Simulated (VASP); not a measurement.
Here is a VASP 6.6.1 calculation.

File INCAR:

```
SYSTEM = C
  PREC = Accurate
  ENCUT = 520
  EDIFF = 1E-7
  ISMEAR = -1
  SIGMA = 0.1
  LREAL = .FALSE.
  LASPH = .TRUE.
  NELM = 100
  ALGO = Normal
  ISIF = 2
  LWAVE = .FALSE.
  LCHARG = .FALSE.
  NBANDS = 8
```

KPOINTS

```
regular mesh
0
G
  20 20 20
  0 0 0
```

File POSCAR:

```
C
1.0
    0.0000000000      1.4878591695      1.4878591695
    1.4878591695      0.0000000000      1.4878591695
    1.4878591695      1.4878591695      0.0000000000
C
1
Direct
    0.0000000000      0.0000000000      0.0000000000
```

Potentials or basis: VASP PAW LDA potentials, release 64 (C).

The run is started by

```console
$ cat potpaw_LDA.64/C/POTCAR > POTCAR
$ mpirun -np 1 vasp_std > vasp.out
```

(1) Estimate the pressure.

(2) Predict the band gap on the k mesh.

Answers

(1) 8.2 GPa.

(2) zero (band 2 reaches 17.77 eV, above the bottom of band 3 at 5.39 eV).
